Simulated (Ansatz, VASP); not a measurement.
Two plane-wave programs on VN2

The input INCAR:

```
SYSTEM = VN2
ALGO = Normal ; EDIFF = 1E-6
ENCUT = 520 ; GGA = PE
ISIF = 2 ; ISMEAR = 0
LASPH = .TRUE. ; LCHARG = .FALSE.
LREAL = .FALSE. ; LWAVE = .FALSE.
NBANDS = 32 ; NELM = 60
PREC = Accurate ; SIGMA = 0.2
```

The input KPOINTS:

```
k-points
0
G
  12 12 12
  0 0 0
```

File POSCAR:

```
VN2
1.0
   -2.1507500000      2.1507500000      2.4913500000
    2.1507500000     -2.1507500000      2.4913500000
    2.1507500000      2.1507500000     -2.4913500000
V N
2 4
Direct
    0.2500000000      0.2500000000      0.0000000000
    0.7500000000      0.7500000000      0.0000000000
    0.1151000000      0.6151000000      0.7302000000
    0.6151000000      0.8849000000      0.5000000000
    0.8849000000      0.3849000000      0.2698000000
    0.3849000000      0.1151000000      0.5000000000
```

Input for Ansatz:

```yaml
crystal:
  lattice:
    - [-2.15075, 2.15075, 2.49135]
    - [2.15075, -2.15075, 2.49135]
    - [2.15075, 2.15075, -2.49135]
  atoms:
    - { symbol: V, position: [0.25, 0.25, 0.0] }
    - { symbol: V, position: [0.75, 0.75, 0.0] }
    - { symbol: "N", position: [0.1151, 0.6151, 0.7302] }
    - { symbol: "N", position: [0.6151, 0.8849, 0.5] }
    - { symbol: "N", position: [0.8849, 0.3849, 0.2698] }
    - { symbol: "N", position: [0.3849, 0.1151, 0.5] }
basis:
  ecutwfc: 420
kpoints:
  mp_grid: { grid: [12, 12, 12] }
hamiltonian:
  xc: pbe
scf:
  occupations: { method: gaussian, width: 0.2 }
output:
  forces: true
  stress: true
  eigenvalues: true
```

Alike in both runs: task single point; functional PBE; k mesh 12 × 12 × 12; occupations gaussian, width 0.2 eV; no spin polarisation.

|  | VASP | Ansatz |
| --- | --- | --- |
| version | VASP 6.6.1 | Ansatz 0.2.0 |
| potentials or method | VASP PAW PBE potentials, release 64 (V_sv, N), cutoff 520 eV | scalar-relativistic, plane waves, PAW |
| valence electrons in the cell | 46 | 46 |

```tsv
	VASP	Ansatz	Ansatz less VASP
gap on the k mesh at the Fermi level (eV)	none	none	-
pressure (GPa)	-0.2	-0.8	-0.64
traceless stress, the component that is largest in VASP (GPa)	-0.64	-0.52	+0.119
rms of the force components (eV/Å)	0.172	0.193	+0.0203
```

Atom by atom the forces differ by 0.020 eV/Å (rms over components). A gap of «none» marks a metal or a gap that the smearing closes. The functional is the same, so the differences come from potentials, cutoffs and numerics.
